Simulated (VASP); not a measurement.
Set up this calculation in VASP 6.6.1, as the native input.

```yaml
Task: single point
Functional: PBE
Potentials_or_basis: VASP PAW PBE potentials, release 64 (Zr_sv, Pd, Se)
Cutoff: 520 eV
k_mesh: 6 × 6 × 2
Occupations: gaussian, width 0.1 eV
Spin: no spin polarisation
Dipole_correction: no
Further_INCAR_settings: ALGO = Normal; EDIFF = 1e-06; NBANDS = 32
```

The structure of ZrPdSe4 lies in POSCAR:

```
ZrPdSe4
1.0
    4.9272963949      0.0000000000      0.0000000000
   -2.4636481975      4.2671638500      0.0000000000
    0.0000000000      0.0000000000      5.6713660610
Zr Pd Se
1 1 4
Direct
    0.0000000000      0.0000000000      0.5000000000
    0.0000000000      0.0000000000      0.0000000000
    0.6666666667      0.3333333333      0.2683762927
    0.3333333333      0.6666666667      0.7316237073
    0.3333333333      0.6666666667      0.2683762927
    0.6666666667      0.3333333333      0.7316237073
```

The cell was built from a structure type or drawn by symmetry, and may not be a known phase.

One way to write it, as run:

INCAR

```
PREC = Accurate
ENCUT = 520
EDIFF = 1E-6
ISMEAR = 0
SIGMA = 0.1
LREAL = F
LASPH = T
NELM = 100
ALGO = Normal
ISIF = 2
LWAVE = F
LCHARG = F
GGA = PE
NBANDS = 32
```

KPOINTS

```
Automatic mesh
0
Gamma
  6 6 2
```

Potentials or basis: VASP PAW PBE potentials, release 64 (Zr_sv, Pd, Se).

Command:

```bash
$ cat potpaw_PBE.64/Zr_sv/POTCAR potpaw_PBE.64/Pd/POTCAR potpaw_PBE.64/Se/POTCAR > POTCAR
$ mpirun -np 1 vasp_std > vasp.out
```

It gave:

The pressure is 0.1 GPa, the largest force is 0.018 eV/Å and the band gap on the k mesh is zero (bands 23 and 24 overlap by 1.36 eV).

Caveat: the k points lie up to 0.55 Å⁻¹ apart, too coarse for converged energies and pressures of a metal.

Wall time 40 s on 1 thread of Intel(R) Xeon(R) 6975P-C (Granite Rapids), with other jobs on the host, peak memory 0.26 GiB.
